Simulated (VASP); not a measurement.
# ZnO (I-43m) in VASP: a series of runs

ZnO is run at these levels: PBE; tasks: relaxation of the atoms.

Everything below comes from runs of VASP 6.6.1. Logs are shortened: lines on timing, memory, paths and dates and some standing lists are left out, and cuts for length are marked.

### 1 The cell of the first run

The structure is cubic, space group I-43m (No. 217). The conventional cell has a = 6.393 Å, b = 6.393 Å, c = 6.393 Å, α = 90.00°, β = 90.00°, γ = 90.00°. Zn (site symmetry 3m) has 4 O at 1.92 to 2.09 Å within 2.5 Å. Within 2.5 Å of O (site symmetry 3m) lie 4 Zn at 1.92 to 2.09 Å.

### 2 Relaxation of the atoms, PBE (16.33 Å³/atom)

Contents of INCAR:

```
SYSTEM = ZnO
PREC = Accurate
ENCUT = 520
EDIFF = 1E-6
ISMEAR = 0
SIGMA = 0.02
LREAL = .False.
LASPH = .True.
NELM = 60
ALGO = Normal
ISIF = 2
LWAVE = .False.
LCHARG = .False.
GGA = PE
IBRION = 2
NSW = 50
EDIFFG = -0.01
```

Contents of KPOINTS:

```
Automatic mesh
0
Gamma
  6 6 6
  0 0 0
```

Contents of POSCAR:

```
ZnO
1.0
   -3.1965305284      3.1965305284      3.1965305284
    3.1965305284     -3.1965305284      3.1965305284
    3.1965305284      3.1965305284     -3.1965305284
Zn O
4 4
Direct
    0.3289863560      0.3289863560      0.3289863560
    0.0000000000      0.0000000000      0.6710136440
    0.0000000000      0.6710136440      0.0000000000
    0.6710136440      0.0000000000      0.0000000000
    0.6762338261      0.6762338261      0.6762338261
    0.0000000000      0.0000000000      0.3237661739
    0.0000000000      0.3237661739      0.0000000000
    0.3237661739      0.0000000000      0.0000000000
```

Potentials or basis: VASP PAW PBE potentials, release 64 (Zn, O).

Command:

```
cat potpaw_PBE.64/Zn/POTCAR potpaw_PBE.64/O/POTCAR > POTCAR
mpirun -np 1 vasp_std > vasp.out
```

OUTCAR:

```text
SYSTEM = ZnO
   PREC = Accurate
   ENCUT = 520
   EDIFF = 1E-6
   ISMEAR = 0
   LREAL = .False.
   LASPH = .True.
   NELM = 60
   ISIF = 2
   GGA = PE
   IBRION = 2
   NSW = 50
   EDIFFG = -0.01

 ion  position               nearest neighbor table
   1  0.329  0.329  0.329-   5 1.92   7 2.09   8 2.09   6 2.09   2 2.97   3 2.97   4 2.97
   2  0.000  0.000  0.671-   6 1.92   7 2.09   8 2.09   5 2.09   3 2.97   4 2.97   1 2.97
   3  0.000  0.671  0.000-   7 1.92   6 2.09   5 2.09   8 2.09   2 2.97   4 2.97   1 2.97
   4  0.671  0.000  0.000-   8 1.92   6 2.09   5 2.09   7 2.09   2 2.97   3 2.97   1 2.97
   5  0.676  0.676  0.676-   1 1.92   3 2.09   4 2.09   2 2.09
   6  0.000  0.000  0.324-   2 1.92   3 2.09   4 2.09   1 2.09
   7  0.000  0.324  0.000-   3 1.92   2 2.09   1 2.09   4 2.09
   8  0.324  0.000  0.000-   4 1.92   2 2.09   1 2.09   3 2.09

  LATTYP: Found a body centered cubic cell.
 ALAT       =     6.3930610568

  Lattice vectors:

 A1 = (  -3.1965305284,   3.1965305284,   3.1965305284)
 A2 = (   3.1965305284,  -3.1965305284,   3.1965305284)
 A3 = (   3.1965305284,   3.1965305284,  -3.1965305284)

Analysis of symmetry for initial positions (statically):
=====================================================================
 Subroutine PRICEL returns:
 Original cell was already a primitive cell.

 Routine SETGRP: Setting up the symmetry group for a
 body centered cubic supercell.

 Subroutine GETGRP returns: Found 24 space group operations
 (whereof 24 operations were pure point group operations)
 out of a pool of 48 trial point group operations.

The static configuration has the point symmetry T_d .

Analysis of symmetry for dynamics (positions and initial velocities):
=====================================================================
 Subroutine PRICEL returns:
 Original cell was already a primitive cell.

 Routine SETGRP: Setting up the symmetry group for a
 body centered cubic supercell.

 Subroutine GETGRP returns: Found 24 space group operations
 (whereof 24 operations were pure point group operations)
 out of a pool of 48 trial point group operations.

The dynamic configuration has the point symmetry T_d .

 Subroutine INISYM returns: Found 24 space group operations
 (whereof 24 operations are pure point group operations),
 and found     1 'primitive' translations

----------------------------------------------------------------------------------------

                                     Primitive cell

  volume of cell :     130.6461

  direct lattice vectors                    reciprocal lattice vectors
    -3.196530528  3.196530528  3.196530528     0.000000000  0.156419592  0.156419592
     3.196530528 -3.196530528  3.196530528     0.156419592  0.000000000  0.156419592
     3.196530528  3.196530528 -3.196530528     0.156419592  0.156419592  0.000000000

  length of vectors
     5.536553283  5.536553283  5.536553283     0.221210708  0.221210708  0.221210708

  position of ions in fractional coordinates (direct lattice)
     0.328986356  0.328986356  0.328986356
     0.000000000  0.000000000  0.671013644
     0.000000000  0.671013644  0.000000000
     0.671013644  0.000000000  0.000000000
     0.676233826  0.676233826  0.676233826
     0.000000000  0.000000000  0.323766174
     0.000000000  0.323766174  0.000000000
     0.323766174  0.000000000  0.000000000

  ion indices of the primitive-cell ions
   primitive index   ion index
                 1           1
                 2           2
                 3           3
                 4           4
                 5           5
                 6           6
                 7           7
                 8           8

----------------------------------------------------------------------------------------

 KPOINTS: Automatic mesh

Automatic generation of k-mesh.
 Grid dimensions read from file:
 generate k-points for:    6    6    6

 Generating k-lattice:

  Cartesian coordinates                     Fractional coordinates (reciprocal lattice)
     0.000000000  0.026069932  0.026069932     0.166666667  0.000000000  0.000000000
     0.026069932  0.000000000  0.026069932     0.000000000  0.166666667  0.000000000
     0.026069932  0.026069932  0.000000000     0.000000000  0.000000000  0.166666667

  Length of vectors
     0.036868451  0.036868451  0.036868451

  Shift w.r.t. Gamma in fractional coordinates (k-lattice)
     0.000000000  0.000000000  0.000000000

 Subroutine IBZKPT returns following result:
 ===========================================

 Found     16 irreducible k-points:

 Following reciprocal coordinates:
            Coordinates               Weight
  0.000000  0.000000  0.000000      1.000000
  0.166667  0.000000  0.000000     12.000000
  0.333333  0.000000  0.000000     12.000000
  0.500000  0.000000  0.000000      6.000000
  0.166667  0.166667  0.000000     24.000000
  0.333333  0.166667  0.000000     48.000000
[... 8 lines left out ...]
[... 44 lines left out ...]
   LORBIT       =      0    0 simple, 1 ext, 2 COOP (PROOUT), +10 PAW based schemes
   GGA     = PE    functional components
   LHFCALC =     F    Hartree Fock is set to
   AEXX    =    0.0000 exact exchange contribution
   IVDW    =     0    specifies the selected vdW correction
   LEPSILON=     F    determine dielectric tensor
   LRPA    =     F    only Hartree local field effects (RPA)
 conjugate gradient relaxation of ions
 non-spin polarized calculation
 Gauss-broadening in eV      SIGMA  =   0.02
  energy-cutoff  :      520.00
  volume of cell :      130.65
 maximum number of plane-waves:      3564
 NGX is ok and might be reduce to    42
   NGX = 21   NGY = 21   NGZ = 21

--------------------------------------- Ionic step        1  -------------------------------------------

 number of electron      71.9999999 magnetization

 Free energy of the ion-electron system (eV)
  ---------------------------------------------------
  ext. energy  EPLUGINS =         0.00000000
  ---------------------------------------------------
  free energy    TOTEN  =       -34.76095057 eV

  energy without entropy =      -34.76095057  energy(sigma->0) =      -34.76095057

------------------------ aborting loop because EDIFF is reached ----------------------------------------

  FORCE on cell =-STRESS in cart. coord.  units (eV):
  Direction    XX          YY          ZZ          XY          YZ          ZX
  --------------------------------------------------------------------------------------
  -------------------------------------------------------------------------------------
  Total       -3.6962071     -3.6962071     -3.6962071      0.0000000      0.0000000     -0.0000000
  in kB      -45.3283920    -45.3283920    -45.3283920      0.0000000      0.0000000     -0.0000000
  external PRESSURE =     -45.3283920 kB  Pullay stress =       0.0000000 kB

 VOLUME and BASIS-vectors are now :
 -----------------------------------------------------------------------------
  energy-cutoff  :      520.00
  volume of cell :      130.65
      direct lattice vectors                 reciprocal lattice vectors
    -3.196530528  3.196530528  3.196530528     0.000000000  0.156419592  0.156419592
     3.196530528 -3.196530528  3.196530528     0.156419592  0.000000000  0.156419592
     3.196530528  3.196530528 -3.196530528     0.156419592  0.156419592  0.000000000
[... 85 lines left out ...]
 POSITION                                       TOTAL-FORCE (eV/Angst)
 -----------------------------------------------------------------------------------
      1.05039      1.05039      1.05039        -0.005060     -0.005060     -0.005060
      2.14614      2.14614     -2.14614         0.005060      0.005060     -0.005060
      2.14614     -2.14614      2.14614         0.005060     -0.005060      0.005060
     -2.14614      2.14614      2.14614        -0.005060      0.005060      0.005060
      2.16240      2.16240      2.16240        -0.007599     -0.007599     -0.007599
      1.03413      1.03413     -1.03413         0.007599      0.007599     -0.007599
      1.03413     -1.03413      1.03413         0.007599     -0.007599      0.007599
     -1.03413      1.03413      1.03413        -0.007599      0.007599      0.007599
 -----------------------------------------------------------------------------------
    total drift:                                0.000011      0.000011      0.000012

  FREE ENERGIE OF THE ION-ELECTRON SYSTEM (eV)
  ---------------------------------------------------
  free  energy   TOTEN  =       -34.7613053127 eV

  energy  without entropy=      -34.7613053127  energy(sigma->0) =      -34.76130531

--------------------------------------- Ionic step        4  -------------------------------------------

 number of electron      72.0000007 magnetization

 Free energy of the ion-electron system (eV)
  ---------------------------------------------------
  ext. energy  EPLUGINS =         0.00000000
  ---------------------------------------------------
  free energy    TOTEN  =       -34.76134147 eV

  energy without entropy =      -34.76134147  energy(sigma->0) =      -34.76134147

 E-fermi :  -0.8805     XC(G=0):  -8.9310

 val. band max:       -1.0076925886   @ k =   0.0000   0.0000   0.0000
 cond. band min:       0.2413453353   @ k =   0.0000   0.0000   0.0000
 fundamental gap:      1.2490379239
 Fermi energy:        -0.8804565770

 k-point     1 :       0.0000    0.0000    0.0000
  band No.  band energies     occupation
      1     -18.0988      2.00000
      2     -17.3148      2.00000
      3     -17.3148      2.00000
      4     -17.3148      2.00000
      5      -6.3138      2.00000
      6      -6.3138      2.00000
[... 747 lines left out ...]
 POSITION                                       TOTAL-FORCE (eV/Angst)
 -----------------------------------------------------------------------------------
      1.05008      1.05008      1.05008        -0.002846     -0.002846     -0.002846
      2.14645      2.14645     -2.14645         0.002846      0.002846     -0.002846
      2.14645     -2.14645      2.14645         0.002846     -0.002846      0.002846
     -2.14645      2.14645      2.14645        -0.002846      0.002846      0.002846
      2.16210      2.16210      2.16210        -0.005075     -0.005075     -0.005075
      4.23097     -2.16210      2.16210         0.005075      0.005075     -0.005075
      4.23097      2.16210     -2.16210         0.005075     -0.005075      0.005075
      2.16210     -2.16210      4.23097        -0.005075      0.005075      0.005075
 -----------------------------------------------------------------------------------
    total drift:                                0.000013      0.000013      0.000014

  FREE ENERGIE OF THE ION-ELECTRON SYSTEM (eV)
  ---------------------------------------------------
  free  energy   TOTEN  =       -34.7613414728 eV

  energy  without entropy=      -34.7613414728  energy(sigma->0) =      -34.76134147

 reached required accuracy - stopping structural energy minimisation
```

It took 4 min on 1 thread of Intel Xeon Platinum 8259CL at 2.50GHz (Skylake/Cascade Lake), shared host; peak memory 0.29 GiB.

Results:

| Property | Result |
| --- | --- |
| Free energy | -34.7613 eV |
| Energy gained by relaxing | 0.0 meV/atom |
| Ionic steps | 4 |
| Pressure after relaxing | -4.5 GPa |
| Largest force after relaxing | 0.009 eV/Å |
| Band gap on the k mesh | 1.25 eV |

Forces in eV/Å, atoms in the order of the input:
```
Zn  -0.003 -0.003 -0.003
Zn   0.003  0.003 -0.003
Zn   0.003 -0.003  0.003
Zn  -0.003  0.003  0.003
O   -0.005 -0.005 -0.005
O    0.005  0.005 -0.005
O    0.005 -0.005  0.005
O   -0.005  0.005  0.005
```

Step by step:
```csv
step,energy change (eV),largest force (eV/Å),pressure (GPa)
1,0.0000,0.0591,-4.53
2,-0.0003,0.0307,-4.49
3,-0.0004,0.0132,-4.51
4,-0.0004,0.0088,-4.51
```

Final structure:
```xyz
8
Lattice="-3.1965 3.1965 3.1965 3.1965 -3.1965 3.1965 3.1965 3.1965 -3.1965" Properties=species:S:1:pos:R:3 pbc="T T T"
Zn    1.0501    1.0501    1.0501
Zn    2.1465    2.1465   -2.1465
Zn    2.1465   -2.1465    2.1465
Zn   -2.1465    2.1465    2.1465
O     2.1621    2.1621    2.1621
O     4.2310   -2.1621    2.1621
O     4.2310    2.1621   -2.1621
O     2.1621   -2.1621    4.2310
```

### 3 Relaxation of the atoms, PBE (16.95 Å³/atom)

This run uses another cell than the first one, of 16.95 Å³/atom.

Contents of INCAR:

```
SYSTEM = ZnO
  PREC = Accurate
  ENCUT = 520
  EDIFF = 1E-6
  ISMEAR = 0
  SIGMA = 0.02
  LREAL = .False.
  LASPH = .True.
  NELM = 100
  ALGO = Normal
  ISIF = 2
  LWAVE = .False.
  LCHARG = .False.
  GGA = PE
  IBRION = 2
  NSW = 50
  EDIFFG = -0.01
```

Contents of KPOINTS:

```
regular mesh
0
Gamma
  6 6 6
  0 0 0
```

Contents of POSCAR:

```
ZnO
1.0
   -3.2362430428      3.2362430428      3.2362430428
    3.2362430428     -3.2362430428      3.2362430428
    3.2362430428      3.2362430428     -3.2362430428
Zn O
4 4
Direct
    0.3283261824      0.3283261824      0.3283261824
    0.0000000000      0.0000000000      0.6716738176
    0.0000000000      0.6716738176      0.0000000000
    0.6716738176      0.0000000000      0.0000000000
    0.6761790834      0.6761790834      0.6761790834
    0.0000000000      0.0000000000      0.3238209166
    0.0000000000      0.3238209166      0.0000000000
    0.3238209166      0.0000000000      0.0000000000
```

Potentials or basis: VASP PAW PBE potentials, release 64 (Zn, O).

Command:

```
cat potpaw_PBE.64/Zn/POTCAR potpaw_PBE.64/O/POTCAR > POTCAR
mpirun -np 1 vasp_std > vasp.out
```

Run time: 3 min. Hardware: 1 thread of Intel Xeon Platinum 8375C at 2.90GHz (Ice Lake), shared host; peak memory 0.29 GiB.

It converged, with:

```
Free energy                  : -34.5832 eV
Energy gained by relaxing    : 0.1 meV/atom
Ionic steps                  : 4
Pressure after relaxing      : -7.2 GPa
Largest force after relaxing : 0.010 eV/Å
Band gap on the k mesh       : 1.18 eV (least direct gap 1.19 eV)
```

Forces on the atoms (eV/Å):
```
Zn  -0.004 -0.004 -0.004
Zn   0.004  0.004 -0.004
Zn   0.004 -0.004  0.004
Zn  -0.004  0.004  0.004
O   -0.006 -0.006 -0.006
O    0.006  0.006 -0.006
O    0.006 -0.006  0.006
O   -0.006  0.006  0.006
```

Step by step:
```csv
step,energy change (eV),largest force (eV/Å),pressure (GPa)
1,0.0000,0.0711,-7.24
2,-0.0006,0.0241,-7.19
3,-0.0006,0.0162,-7.20
4,-0.0007,0.0097,-7.18
```

Final structure:
```
Zn O
1.0
    -3.23624    3.23624    3.23624
     3.23624   -3.23624    3.23624
     3.23624    3.23624   -3.23624
Zn O
4 4
Direct
  0.32766 0.32766 0.32766
  0.00000 0.00000 0.67234
  0.00000 0.67234 0.00000
  0.67234 0.00000 0.00000
  0.67642 0.67642 0.67642
  0.00000 0.00000 0.32358
  0.00000 0.32358 0.00000
  0.32358 0.00000 0.00000
```

Levels at points of the mesh, in eV from the valence-band top:
```
           k point  band 32  band 33  band 34  band 35  band 36  band 37  band 38  band 39  band 40  band 41
(0.00, 0.00, 0.00)    -0.64    -0.64    -0.01    -0.01    -0.01     1.18     7.26     7.26     7.26     8.08
(0.50, 0.00, 0.00)    -0.94    -0.75    -0.57    -0.30    -0.25     3.81     4.48     6.26     6.31     7.33
(0.50, 0.50, 0.50)    -1.19    -1.19     0.00     0.00     0.00     4.94     4.94     4.94     6.54     6.54
```

### 4 Relaxation of the atoms, PBE (14.94 Å³/atom)

This run uses another cell than the first one, of 14.94 Å³/atom.

Contents of INCAR:

```
ALGO     = Normal         # electronic algorithm
EDIFF    = 1E-6           # SCF threshold, eV
EDIFFG   = -0.01          # ionic threshold
ENCUT    = 520            # plane-wave cutoff, eV
GGA      = PE             # functional
IBRION   = 2              # ionic algorithm
ISIF     = 2              # what is computed and relaxed
ISMEAR   = 0              # smearing method
LASPH    = True           # aspherical terms in the spheres
LCHARG   = False          # write CHGCAR
LREAL    = False          # projectors in reciprocal space
LWAVE    = False          # write WAVECAR
NELM     = 100            # most SCF steps
NSW      = 50             # ionic steps
PREC     = Accurate       # precision mode
SIGMA    = 0.02           # smearing width, eV
```

Contents of KPOINTS:

```
k-points
0
Gamma
  6 6 6
```

Contents of POSCAR:

```
ZnO
1.0
   -3.1033742064      3.1033742064      3.1033742064
    3.1033742064     -3.1033742064      3.1033742064
    3.1033742064      3.1033742064     -3.1033742064
Zn O
4 4
Direct
    0.3295250965      0.3295250965      0.3295250965
    0.0000000000      0.0000000000      0.6704749035
    0.0000000000      0.6704749035      0.0000000000
    0.6704749035      0.0000000000      0.0000000000
    0.6762592750      0.6762592750      0.6762592750
    0.0000000000      0.0000000000      0.3237407250
    0.0000000000      0.3237407250      0.0000000000
    0.3237407250      0.0000000000      0.0000000000
```

Command:

```
cat potpaw_PBE.64/Zn/POTCAR potpaw_PBE.64/O/POTCAR > POTCAR
mpirun -np 1 vasp_std > vasp.out
```

Run time: 4.1 min. Hardware: 1 thread of Oxide Virtual Turin-like, shared host; peak memory 0.24 GiB.

It converged, with:

- Free energy: -34.7888 eV
- Energy gained by relaxing: 0.1 meV/atom
- Ionic steps: 5
- Pressure after relaxing: 4.2 GPa
- Band gap on the k mesh: 1.36 eV

The path:
| step | energy change (eV) | largest force (eV/Å) | pressure (GPa) |
| --- | --- | --- | --- |
| 1 | 0.0000 | 0.0669 | 4.21 |
| 2 | -0.0002 | 0.0621 | 4.24 |
| 3 | -0.0003 | 0.0331 | 4.22 |
| 4 | -0.0005 | 0.0175 | 4.19 |
| 5 | -0.0005 | 0.0001 | 4.18 |

Final structure:
```yaml
crystal:
  lattice:
    - [-3.10337, 3.10337, 3.10337]
    - [3.10337, -3.10337, 3.10337]
    - [3.10337, 3.10337, -3.10337]
  atoms:
    - { symbol: Zn, position: [0.33035, 0.33035, 0.33035] }
    - { symbol: Zn, position: [0.00000, 0.00000, 0.66965] }
    - { symbol: Zn, position: [0.00000, 0.66965, 0.00000] }
    - { symbol: Zn, position: [0.66965, 0.00000, 0.00000] }
    - { symbol: O, position: [0.67666, 0.67666, 0.67666] }
    - { symbol: O, position: [0.00000, 0.00000, 0.32334] }
    - { symbol: O, position: [0.00000, 0.32334, 0.00000] }
    - { symbol: O, position: [0.32334, 0.00000, 0.00000] }
```

Levels at points of the mesh, in eV from the valence-band top:
```csv
k point,band 33,band 34,band 35,band 36,band 37,band 38,band 39,band 40
"(0.00, 0.00, 0.00)",-0.72,0.00,0.00,0.00,1.36,8.08,8.08,8.08
"(0.50, 0.00, 0.00)",-0.84,-0.75,-0.36,-0.35,4.19,4.63,6.33,7.01
"(0.50, 0.50, 0.50)",-1.32,-0.05,-0.05,-0.05,5.44,5.44,5.44,6.59
```

### 5 The runs side by side

| cell | gap on the mesh (eV) | pressure (GPa) | largest force (eV/Å) |
| --- | --- | --- | --- |
| atoms relaxed from a = 5.537 Å, angles 109.5°, 8 atoms | 1.25 | -4.5 | 0.01 |
| atoms relaxed from a = 5.605 Å, angles 109.5°, 8 atoms | 1.18 | -7.2 | 0.01 |
| atoms relaxed from a = 5.375 Å, angles 109.5°, 8 atoms | 1.36 | 4.2 | - |

Alike in all rows: task relaxation of the atoms; level PBE; potentials or basis VASP PAW PBE potentials, release 64 (Zn, O); no spin polarisation; k mesh 6 × 6 × 6; cutoff (eV) 520; smearing gaussian 0.02 eV.

Absolute energies hang on the potentials; compare differences alone.
